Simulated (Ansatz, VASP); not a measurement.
**PtSe2 in VASP and in Ansatz**

```
Pt Se
1.0
     4.02192    0.00000    0.00000
    -2.01096    3.48309    0.00000
     0.00000    0.00000    5.06200
Pt Se
1 2
Direct
  0.00000 0.00000 0.00000
  0.33333 0.66667 0.25000
  0.66667 0.33333 0.75000
```

Change from the starting cell: strain +0.080 along x and y, +0.000 along z, atoms carried along.

Alike in both runs: task single point; functional PBEsol; k mesh 12 × 12 × 10; occupations gaussian, width 0.15 eV; no spin polarisation.

|  | VASP | Ansatz |
| --- | --- | --- |
| version | VASP 6.6.1 | Ansatz 0.2.0 |
| potentials or method | VASP PAW PBE potentials, release 64 (Pt, Se), cutoff 520 eV | scalar-relativistic, plane waves, PAW |
| valence electrons in the cell | 22 | 50 |

|  | VASP | Ansatz | Ansatz less VASP |
| --- | --- | --- | --- |
| gap on the k mesh at the Fermi level (eV) | none | none | - |
| pressure (GPa) | -13.8 | -13.8 | +0.02 |
| traceless stress, the component that is largest in VASP (GPa) | 5.25 | 5.26 | +0.008 |
| rms of the force components (eV/Å) | 0.447 | 0.449 | +0.0019 |

VASP's potentials were made for PBE, not for PBEsol. Atom by atom the forces differ by 0.002 eV/Å (rms over components). A gap of «none» marks a metal or a gap that the smearing closes. VASP's potentials hold 22 valence electrons a cell and Ansatz's 50, so a difference there can come from the potentials and not from the codes.

Spin-orbit coupling is off throughout.
